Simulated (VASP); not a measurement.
A run of VASP 6.6.1 is set up as follows.

File POSCAR:

```
Ce
1.0
    0.0000000000      2.3390384114      2.3390384114
    2.3390384114      0.0000000000      2.3390384114
    2.3390384114      2.3390384114      0.0000000000
Ce
1
Direct
    0.0000000000      0.0000000000      0.0000000000
```

INCAR.step1

```
SYSTEM = Ce
PREC = Accurate
ENCUT = 520
ISMEAR = -1
SIGMA = 0.1
LREAL = .FALSE.
LASPH = .TRUE.
NELM = 60
NBANDS = 12
GGA = PE
ALGO = Normal
EDIFF = 1E-4
LWAVE = .TRUE.
LCHARG = .FALSE.
```

File INCAR.step2:

```
SYSTEM = Ce
PREC = Accurate
ENCUT = 520
EDIFF = 1E-7
ISMEAR = -1
SIGMA = 0.1
LREAL = .FALSE.
LASPH = .TRUE.
NELM = 60
ALGO = Normal
ISIF = 2
LWAVE = .FALSE.
LCHARG = .FALSE.
METAGGA = R2SCAN
LMIXTAU = .TRUE.
NBANDS = 12
ISTART = 1
```

The input KPOINTS:

```
regular mesh
0
G
  6 6 6
  0 0 0
```

Potentials or basis: VASP PAW PBE potentials, release 64 (Ce).

The run is started by

```sh
$ cat potpaw_PBE.64/Ce/POTCAR > POTCAR
$ cp INCAR.step1 INCAR
$ mpirun -np 1 vasp_std > vasp.out
$ cp INCAR.step2 INCAR
$ mpirun -np 1 vasp_std > vasp.out
```

(1) Predict the band gap on the k mesh.

(2) Estimate the pressure.

Results:

(1) zero (band 6 reaches 10.36 eV, above the bottom of band 7 at 9.91 eV).

(2) -0.4 GPa.

Caveat: the k points lie up to 0.39 Å⁻¹ apart; the PAW data sets were made with another functional, which shifts forces and pressure a little; spin-orbit coupling is left out, which moves the levels of the heavy elements.
